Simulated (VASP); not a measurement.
Set up this calculation in VASP 6.6.1, as the native input.

| Quantity | Value |
| --- | --- |
| Task | single point |
| Functional | HSE06 |
| Potentials or basis | VASP PAW PBE potentials, release 64 (Zn, O) |
| Cutoff | 520 eV |
| k mesh | 8 × 8 × 8 |
| Occupations | gaussian, width 0.01 eV |
| Spin | no spin polarisation |
| Dipole correction | no |
| Grid for exact exchange (PRECFOCK) | Normal |
| Further INCAR settings | ALGO = Normal; EDIFF = 1e-06; NBANDS = 16 |
| Share of exact exchange | 0.25 |
| Screening parameter | 0.2079 1/Å |

Crystal: ZnO.

```
CELL_PARAMETERS angstrom
0.00000 2.21912 2.04330
2.21912 0.00000 2.04330
2.21912 2.21912 0.00000
ATOMIC_POSITIONS crystal
Zn 0.00000 0.00000 0.00000
O 0.50000 0.50000 0.50000
```

This cell differs from its parent crystal: epitaxial xy strain +4.0%.

The input as run:

POSCAR

```
ZnO
1.0
    0.0000000000      2.2191212019      2.0433046071
    2.2191212019      0.0000000000      2.0433046071
    2.2191212019      2.2191212019      0.0000000000
Zn O
1 1
Direct
    0.0000000000      0.0000000000      0.0000000000
    0.5000000000      0.5000000000      0.5000000000
```

INCAR.step1

```
SYSTEM = ZnO
PREC = Accurate
ENCUT = 520
EDIFF = 1E-5
ISMEAR = 0
SIGMA = 0.01
LREAL = .FALSE.
LASPH = .TRUE.
NELM = 120
ALGO = Normal
ISIF = 2
LWAVE = .TRUE.
LCHARG = .FALSE.
NBANDS = 16
GGA = PE
GGA_COMPAT = .FALSE.
KPAR = 4
```

INCAR.step2

```
SYSTEM = ZnO
PREC = Accurate
ENCUT = 520
EDIFF = 1E-6
ISMEAR = 0
SIGMA = 0.01
LREAL = .FALSE.
LASPH = .TRUE.
NELM = 120
ALGO = Normal
ISIF = 2
LWAVE = .FALSE.
LCHARG = .FALSE.
GGA = PE
LHFCALC = .TRUE.
HFSCREEN = 0.2079
PRECFOCK = Normal
NBANDS = 16
ISTART = 1
GGA_COMPAT = .FALSE.
KPAR = 4
```

KPOINTS

```
Automatic mesh
0
G
  8 8 8
  0 0 0
```

Potentials or basis: VASP PAW PBE potentials, release 64 (Zn, O).

Command:

```console
$ cat potpaw_PBE.64/Zn/POTCAR potpaw_PBE.64/O/POTCAR > POTCAR
$ cp INCAR.step1 INCAR
$ mpirun -np 4 vasp_std > vasp.out
$ cp INCAR.step2 INCAR
$ mpirun -np 4 vasp_std > vasp.out
```

It gave:

```
Pressure               : -2.1 GPa
Band gap on the k mesh : 2.32 eV (least direct gap 3.54 eV)
```

Caveat: the cell differs from its parent crystal (epitaxial xy strain +4.0%); the PAW data sets were made with another functional, which shifts forces and pressure a little.

Run time: 30 min on 4 MPI ranks on Intel(R) Xeon(R) Platinum 8559C (Emerald Rapids), with other jobs on the host, peak memory 0.25 GiB a rank.
